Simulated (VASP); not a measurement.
Runs of VASP 6.6.1 on Bi. The structure is that of space group Im-3m (No. 229), or close to it. The cells are those of the table. 

| cell | gap on the mesh (eV) | pressure (GPa) |
| --- | --- | --- |
| a = 3.499 Å, angles 109.5°, 1 atom | none | (b) |
| a = 3.594 Å, angles 109.5°, 1 atom | none | -1.5 |
| a = 3.547 Å, angles 109.5°, 1 atom | none | (a) |
| a = 3.684 Å, angles 109.5°, 1 atom | none | -3.6 |
| a = 3.639 Å, angles 109.5°, 1 atom | none | -2.7 |
| a = 3.399 Å, angles 109.5°, 1 atom | none | 6.9 |

Alike in all rows: task single point; level BLYP; potentials or basis VASP PAW PBE potentials, release 64 (Bi_d); no spin polarisation; k mesh 12 × 12 × 12; cutoff (eV) 520; smearing fermi-dirac 0.1 eV.

**Question.** Estimate the missing entries.

**Answer.** (a) -0.1; (b) 1.7.

Caveats: the PAW data sets were made with another functional, which shifts forces and pressure a little; spin-orbit coupling is left out, which moves the levels of the heavy elements.

A k mesh can miss the band edges, and the runs leave out spin-orbit coupling on Bi.

A gap of «none» marks levels without a gap at the run's occupations.
